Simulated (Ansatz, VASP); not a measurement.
Al2Au in VASP and in Ansatz

POSCAR

```
Al2Au
1.0
    0.0000000000      3.0023346600      3.0023346600
    3.0023346600      0.0000000000      3.0023346600
    3.0023346600      3.0023346600      0.0000000000
Al Au
2 1
Direct
    0.2500000000      0.2500000000      0.2500000000
    0.7500000000      0.7500000000      0.7500000000
    0.0000000000      0.0000000000      0.0000000000
```

The input INCAR.step1:

```
  PREC = Accurate
  ENCUT = 520
  ISMEAR = 0
  SIGMA = 0.1
  LREAL = F
  LASPH = T
  NELM = 100
  NBANDS = 16
  GGA = PE
  ALGO = Normal
  EDIFF = 1E-4
  LWAVE = T
  LCHARG = F
```

Contents of INCAR.step2:

```
  PREC = Accurate
  ENCUT = 520
  EDIFF = 1E-6
  ISMEAR = 0
  SIGMA = 0.1
  LREAL = F
  LASPH = T
  NELM = 100
  ALGO = Normal
  ISIF = 2
  LWAVE = F
  LCHARG = F
  METAGGA = R2SCAN
  LMIXTAU = T
  NBANDS = 16
  ISTART = 1
```

File KPOINTS:

```
regular mesh
0
Gamma
  6 6 6
```

Input for Ansatz:

```yaml
crystal:
  lattice:
    - [0.0, 3.00233466, 3.00233466]
    - [3.00233466, 0.0, 3.00233466]
    - [3.00233466, 3.00233466, 0.0]
  atoms:
    - { symbol: Al, position: [0.25, 0.25, 0.25] }
    - { symbol: Al, position: [0.75, 0.75, 0.75] }
    - { symbol: Au, position: [0.0, 0.0, 0.0] }
basis:
  ecutwfc: 500
kpoints:
  mp_grid: { grid: [6, 6, 6] }
hamiltonian:
  xc: r2scan
  pseudopotentials: { kind: paw, azcp: { folder: soft_1 } }
scf:
  occupations: { method: gaussian, width: 0.1 }
output:
  forces: true
  stress: true
  eigenvalues: true
```

Alike in both runs: task single point; functional r2SCAN; k mesh 6 × 6 × 6; occupations gaussian, width 0.1 eV; no spin polarisation.

```csv
,VASP,Ansatz
version,VASP 6.6.1,Ansatz 0.2.0
potentials or method,"VASP PAW PBE potentials, release 64 (Al, Au), cutoff 520 eV","scalar-relativistic, plane waves, PAW"
valence electrons in the cell,17,25
```

|  | VASP | Ansatz | Ansatz less VASP |
| --- | --- | --- | --- |
| gap on the k mesh at the Fermi level (eV) | none | none | - |
| pressure (GPa) | 0.0 | 0.4 | +0.32 |

VASP's potentials were made for PBE, not for r2SCAN. A gap of «none» marks a metal or a gap that the smearing closes. With one functional, cell and mesh, what is left measures potentials, basis and numerics. VASP's potentials hold 17 valence electrons a cell and Ansatz's 25, so a difference there can come from the potentials and not from the codes.

Spin-orbit coupling is off throughout.
